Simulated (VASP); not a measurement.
GaP: single point with revPBE

Crystal: GaP.

```
Ga P
1.0
     3.85409    0.00000    0.00000
     1.92704    3.33774    0.00000
     1.92704    1.11258    3.14685
Ga P
1 1
Direct
  0.00000 0.00000 0.00000
  0.25000 0.25000 0.25000
```

```yaml
Program: VASP 6.6.1
Task: single point
Functional: revPBE
Potentials_or_basis: VASP PAW PBE potentials, release 64 (Ga_d, P)
Cutoff: 520 eV
k_mesh: 6 × 6 × 6
Occupations: gaussian, width 0.01 eV
Spin: no spin polarisation
```

| Quantity | Value |
| --- | --- |
| Pressure | 3.9 GPa |
| Band gap on the k mesh | 1.72 eV, indirect (least direct gap 1.92 eV) |

Levels at points of the mesh, in eV from the valence-band top:
```csv
k point,band 6,band 7,band 8,band 9,band 10,band 11,band 12,band 13
"(0.00, 0.00, 0.00)",-12.47,0.00,0.00,0.00,1.92,3.91,3.91,3.91
"(0.50, 0.00, 0.00)",-10.41,-6.60,-1.11,-1.11,1.74,4.74,4.74,8.41
"(0.50, 0.50, 0.00)",-9.51,-6.72,-2.67,-2.67,1.72,1.88,10.63,10.63
```

Run time: 6.6 s on 1 thread of Intel(R) Xeon(R) 6975P-C (Granite Rapids) (shared host), peak memory 0.16 GiB.

Caveat: the PAW data sets were made with another functional, which shifts forces and pressure a little. A k mesh can miss the band edges.
